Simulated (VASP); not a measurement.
Here is a VASP 6.6.1 calculation.

Contents of INCAR:

```
  PREC = Accurate
  ENCUT = 520
  EDIFF = 1E-6
  ISMEAR = -1
  SIGMA = 0.05
  LREAL = False
  LASPH = True
  NELM = 60
  ALGO = Normal
  ISIF = 2
  LWAVE = False
  LCHARG = False
  GGA = RP
  IVDW = 12
  NBANDS = 28
```

File KPOINTS:

```
regular mesh
0
Gamma
  7 7 7
```

File POSCAR:

```
BaTiO3
1.0
    4.0782473671      0.0000000000      0.0000000000
    0.0000000000      4.0782473671      0.0000000000
    0.0000000000      0.0000000000      4.0968043205
Ba Ti O
1 1 3
Direct
    0.0000000000      0.0000000000      0.0000000000
    0.5000000000      0.5000000000      0.4900000000
    0.0000000000      0.5000000000      0.5170000000
    0.5000000000      0.0000000000      0.5170000000
    0.5000000000      0.5000000000      0.0190000000
```

Potentials or basis: VASP PAW PBE potentials, release 64 (Ba_sv, Ti_sv, O).

Launch:

```console
$ cat potpaw_PBE.64/Ba_sv/POTCAR potpaw_PBE.64/Ti_sv/POTCAR potpaw_PBE.64/O/POTCAR > POTCAR
$ mpirun -np 1 vasp_std > vasp.out
```

What does it give for the dispersion energy per atom?

-1.471 eV.

What does it give for the largest force?

0.573 eV/Å.

Stress tensor (GPa, compression positive):
```
-24.67   0.00   0.00
  0.00 -24.67   0.00
  0.00   0.00 -24.03
```

Caveat: the PAW data sets were made with another functional, which shifts forces and pressure a little.
